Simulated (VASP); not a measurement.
A run of VASP 6.6.1 is set up as follows.

INCAR

```
PREC = Accurate
ENCUT = 600
EDIFF = 1E-7
ISMEAR = -1
SIGMA = 0.15
LREAL = False
LASPH = True
NELM = 60
ALGO = Fast
ISIF = 3
LWAVE = False
LCHARG = False
GGA = PE
IBRION = 2
NSW = 80
EDIFFG = -0.001
```

The input KPOINTS:

```
regular mesh
0
Gamma
  20 20 20
```

POSCAR

```
AlBOs
1.0
   -1.4466745970      1.4466745970      4.1530044571
    1.4466745970     -1.4466745970      4.1530044571
    1.4466745970      1.4466745970     -4.1530044571
Al B Os
1 1 1
Direct
    0.3275918947      0.3275918947      0.0000000000
    0.6415974795      0.6415974795      0.0000000000
    0.0308106258      0.0308106258      0.0000000000
```

Potentials or basis: VASP PAW PBE potentials, release 64 (Al, B, Os).

Command:

```sh
$ cat potpaw_PBE.64/Al/POTCAR potpaw_PBE.64/B/POTCAR potpaw_PBE.64/Os/POTCAR > POTCAR
$ mpirun -np 1 vasp_std > vasp.out
```

Q: Estimate the relaxed cell.

A: a = 4.629 Å, b = 4.629 Å, c = 4.629 Å, α = 143.54°, β = 143.54°, γ = 52.51°.

Q: What does it give for the space group after relaxing (to 0.1 Å)?

A: I4mm (No. 107).

Q: Estimate the band gap on the k mesh.

A: Zero (bands 7 and 8 overlap by 0.24 eV).

Step by step:
```csv
step,energy change (eV),largest force (eV/Å),pressure (GPa),volume (Å³)
1,0.0000,0.0372,0.55,34.77
2,0.0003,0.0353,-1.04,34.97
3,-0.0001,0.0110,-0.03,34.84
4,-0.0001,0.0104,-0.04,34.84
5,-0.0002,0.0086,-0.02,34.83
6,-0.0002,0.0078,-0.01,34.82
7,-0.0002,0.0055,0.00,34.82
8,-0.0002,0.0053,-0.01,34.82
9,-0.0002,0.0004,0.01,34.82
```

Caveat: spin-orbit coupling is left out, which moves the levels of the heavy elements.
